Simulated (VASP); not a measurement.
# Si2W (P6_222) in VASP: notebook, part 2 of 2

VASP 6.6.1. Earlier steps stand in the parts before.

**3. Relaxation of cell and atoms, PBEsol+D4**

The input, INCAR:

```
SYSTEM = Si2W
PREC = Accurate ; ENCUT = 600
EDIFF = 1E-6 ; ISMEAR = -1
SIGMA = 0.05 ; LREAL = .FALSE.
LASPH = .TRUE. ; NELM = 60
ALGO = Normal ; ISIF = 3
LWAVE = .FALSE. ; LCHARG = .FALSE.
GGA = PS ; IVDW = 13
IBRION = 2 ; NSW = 60
EDIFFG = -0.01
```

The input, KPOINTS:

```
Automatic mesh
0
G
  7 7 4
  0 0 0
```

The input, POSCAR:

```
Si2W
1.0
    4.6168523821      0.0000000000      0.0000000000
   -2.3084261911      3.9983114484      0.0000000000
    0.0000000000      0.0000000000      6.6532220000
W Si
3 6
Direct
    0.5000000000      0.0000000000      0.5000000000
    0.5000000000      0.5000000000      0.8333333333
    0.0000000000      0.5000000000      0.1666666667
    0.3272520000      0.1636260000      0.1666666667
    0.8363740000      0.1636260000      0.8333333333
    0.1636260000      0.3272520000      0.5000000000
    0.6727480000      0.8363740000      0.1666666667
    0.1636260000      0.8363740000      0.8333333333
    0.8363740000      0.6727480000      0.5000000000
```

Potentials or basis: VASP PAW PBE potentials, release 64 (W_sv, Si).

Launch:

```console
$ cat potpaw_PBE.64/W_sv/POTCAR potpaw_PBE.64/Si/POTCAR > POTCAR
$ mpirun -np 1 vasp_std > vasp.out
```

OUTCAR:

```text
SYSTEM = Si2W
   PREC = Accurate
   ENCUT = 600
   EDIFF = 1E-6
   ISMEAR = -1
   LREAL = .FALSE.
   LASPH = .TRUE.
   NELM = 60
   ISIF = 3
   GGA = PS
   IVDW = 13
   IBRION = 2
   NSW = 60
   EDIFFG = -0.01

 ion  position               nearest neighbor table
   1  0.500  0.000  0.500-   5 2.59   8 2.59   7 2.59   4 2.59   6 2.65   9 2.65   9 2.65   6 2.65
                             6 2.69   9 2.69   3 3.20   3 3.20   2 3.20   2 3.20
   2  0.500  0.500  0.833-   6 2.59   9 2.59   7 2.59   4 2.59   8 2.65   5 2.65   8 2.65   5 2.65
                             8 2.69   5 2.69   1 3.20   1 3.20   3 3.20   3 3.20
   3  0.000  0.500  0.167-   6 2.59   9 2.59   8 2.59   5 2.59   4 2.65   7 2.65   7 2.65   4 2.65
                             7 2.69   4 2.69   1 3.20   1 3.20   2 3.20   2 3.20
   4  0.327  0.164  0.167-   6 2.57   8 2.57   1 2.59   2 2.59   7 2.62   3 2.65   3 2.65   3 2.69
                             7 2.69   7 2.69
   5  0.836  0.164  0.833-   6 2.57   7 2.57   1 2.59   3 2.59   8 2.62   2 2.65   2 2.65   2 2.69
                             8 2.69   8 2.69
   6  0.164  0.327  0.500-   5 2.57   4 2.57   2 2.59   3 2.59   9 2.62   1 2.65   1 2.65   1 2.69
                             9 2.69   9 2.69
   7  0.673  0.836  0.167-   9 2.57   5 2.57   1 2.59   2 2.59   4 2.62   3 2.65   3 2.65   3 2.69
                             4 2.69   4 2.69
   8  0.164  0.836  0.833-   9 2.57   4 2.57   1 2.59   3 2.59   5 2.62   2 2.65   2 2.65   2 2.69
                             5 2.69   5 2.69
   9  0.836  0.673  0.500-   8 2.57   7 2.57   2 2.59   3 2.59   6 2.62   1 2.65   1 2.65   1 2.69
                             6 2.69   6 2.69

  LATTYP: Found a hexagonal cell.
 ALAT       =     4.6168523821
 C/A-ratio  =     1.4410731488

  Lattice vectors:

[... 176 lines left out ...]
 conjugate gradient relaxation of ions
 non-spin polarized calculation
  energy-cutoff  :      600.00
  volume of cell :      122.82
 maximum number of plane-waves:      4118
 NGX is ok and might be reduce to    40
   NGX = 19   NGY = 19   NGZ = 27

--------------------------------------- Ionic step        1  -------------------------------------------

 number of electron      66.0000003 magnetization

 Free energy of the ion-electron system (eV)
  ---------------------------------------------------
  ext. energy  EPLUGINS =         0.00000000
  ---------------------------------------------------
  free energy    TOTEN  =       -79.26594408 eV

  energy without entropy =      -79.26272035  energy(sigma->0) =      -79.26433221

------------------------ aborting loop because EDIFF is reached ----------------------------------------

  DFT-D4 for vdW energy calculation

  Edisp (eV):   -2.96101
[... 367 lines left out ...]
--------------------------------------- Ionic step        9  -------------------------------------------

 number of electron      65.9999999 magnetization

 Free energy of the ion-electron system (eV)
  ---------------------------------------------------
  ext. energy  EPLUGINS =         0.00000000
  ---------------------------------------------------
  free energy    TOTEN  =       -79.29341382 eV

  energy without entropy =      -79.29097603  energy(sigma->0) =      -79.29219492

 E-fermi :  12.8563     XC(G=0): -12.7329

 val. band max:       12.7445184203   @ k =   0.4286   0.0000   0.5000
 cond. band min:      12.9727514388   @ k =   0.4286   0.0000   0.0000
 fundamental gap:      0.2282330184
 Fermi energy:        12.8563077974

 k-point     1 :       0.0000    0.0000    0.0000
  band No.  band energies     occupation
      1     -61.3895      2.00000
      2     -61.3750      2.00000
      3     -61.3750      2.00000
      4     -25.8020      2.00000
      5     -25.7972      2.00000
      6     -25.7972      2.00000
[... 1037 lines left out ...]
  FREE ENERGIE OF THE ION-ELECTRON SYSTEM (eV)
  ---------------------------------------------------
  free  energy   TOTEN  =       -82.3606755565 eV

  energy  without entropy=      -82.3582377669  energy(sigma->0) =      -82.35945666

 reached required accuracy - stopping structural energy minimisation
```

Run time: 8.7 min. Hardware: 1 thread of Intel Xeon Platinum 8488C (Sapphire Rapids), shared host; peak memory 0.35 GiB.

Results:

```
Free energy                           : -82.3607 eV
Relaxed volume                        : 13.12 Å³/atom
Relaxed cell                          : a = 4.554 Å, b = 4.554 Å, c = 6.576 Å, α = 90.00°, β = 90.00°, γ = 120.00°
Space group after relaxing (to 0.1 Å) : P6_222 (No. 180)
Energy gained by relaxing             : 14.9 meV/atom
Ionic steps                           : 9
Pressure after relaxing               : 0.0 GPa
Band gap on the k mesh                : 0.23 eV (least direct gap 0.74 eV)
Dispersion energy per atom            : -0.341 eV
```

The path:
| step | energy change (eV) | largest force (eV/Å) | pressure (GPa) | volume (Å³) |
| --- | --- | --- | --- | --- |
| 1 | 0.0000 | 0.0326 | -8.77 | 122.82 |
| 2 | 0.3507 | 0.0709 | 20.38 | 110.01 |
| 3 | -0.1333 | 0.0003 | -0.20 | 118.22 |
| 4 | -0.1334 | 0.0003 | -0.02 | 118.13 |
| 5 | -0.1333 | 0.0010 | 0.17 | 118.04 |
| 6 | -0.1336 | 0.0046 | -0.29 | 118.25 |
| 7 | -0.1337 | 0.0029 | -0.14 | 118.18 |
| 8 | -0.1337 | 0.0018 | 0.11 | 118.06 |
| 9 | -0.1337 | 0.0020 | 0.02 | 118.10 |

Final structure:
```cif
data_structure
_symmetry_space_group_name_H-M 'P 1'
_symmetry_Int_Tables_number 1
_cell_length_a 4.5538
_cell_length_b 4.5538
_cell_length_c 6.5759
_cell_angle_alpha 90.000
_cell_angle_beta 90.000
_cell_angle_gamma 120.000
_cell_volume 118.10
loop_
_atom_site_label
_atom_site_type_symbol
_atom_site_fract_x
_atom_site_fract_y
_atom_site_fract_z
_atom_site_occupancy
W1 W 0.50000 0.00000 0.50000 1
W2 W 0.50000 0.50000 0.83333 1
W3 W 0.00000 0.50000 0.16667 1
Si1 Si 0.32740 0.16370 0.16667 1
Si2 Si 0.83630 0.16370 0.83333 1
Si3 Si 0.16370 0.32740 0.50000 1
Si4 Si 0.67260 0.83630 0.16667 1
Si5 Si 0.16370 0.83630 0.83333 1
Si6 Si 0.83630 0.67260 0.50000 1
```

Caveat: the PAW data sets were made with another functional, which shifts forces and pressure a little; spin-orbit coupling is left out, which moves the levels of the heavy elements.
